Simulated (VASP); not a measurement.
Write the native input for VASP 6.6.1 that does the following.

| Item | Value |
| --- | --- |
| Task | single point |
| Functional | LDA |
| Potentials or basis | VASP PAW LDA potentials, release 64 (Zn, O) |
| Cutoff | 520 eV |
| k mesh | 9 × 9 × 6 |
| Occupations | gaussian, width 0.01 eV |
| Spin | no spin polarisation |
| Dipole correction | no |
| Further INCAR settings | ALGO = Normal; EDIFF = 1e-06; NBANDS = 26 |

The structure of ZnO lies in POSCAR:

```
ZnO
1.0
    3.2309097002      0.0000000000      0.0000000000
   -1.6154548501      2.7980498777      0.0000000000
    0.0000000000      0.0000000000      5.2156080707
Zn O
2 2
Direct
    0.3333333333      0.6666666667     -0.0529470019
    0.6666666667      0.3333333333      0.4470529981
    0.3333333333      0.6666666667      0.4349470019
    0.6666666667      0.3333333333      0.9349470019
```

This cell differs from its parent crystal: atoms displaced along a vibrational mode.

These files were run (other wordings do the same):

INCAR

```
ALGO     = Normal         # electronic algorithm
EDIFF    = 1E-6           # SCF threshold, eV
ENCUT    = 520            # plane-wave cutoff, eV
ISIF     = 2              # what is computed and relaxed
ISMEAR   = 0              # smearing method
LASPH    = True           # aspherical terms in the spheres
LCHARG   = False          # write CHGCAR
LREAL    = False          # projectors in reciprocal space
LWAVE    = False          # write WAVECAR
NBANDS   = 26             # bands
NELM     = 100            # most SCF steps
PREC     = Accurate       # precision mode
SIGMA    = 0.01           # smearing width, eV
```

KPOINTS

```
k-points
0
Gamma
  9 9 6
```

Potentials or basis: VASP PAW LDA potentials, release 64 (Zn, O).

Run with:

```bash
$ cat potpaw_LDA.64/Zn/POTCAR potpaw_LDA.64/O/POTCAR > POTCAR
$ mpirun -np 1 vasp_std > vasp.out
```

Results of the run:

- Pressure: 2.4 GPa
- Largest force: 0.151 eV/Å
- Band gap on the k mesh: 0.88 eV

Caveat: the cell differs from its parent crystal (atoms displaced along a vibrational mode); an odd mesh through Γ misses points on the zone boundary, where band edges can lie.

Wall time 42 s on 1 thread of AMD EPYC 7R13 Processor (Zen 3), with other jobs on the host, peak memory 0.14 GiB.
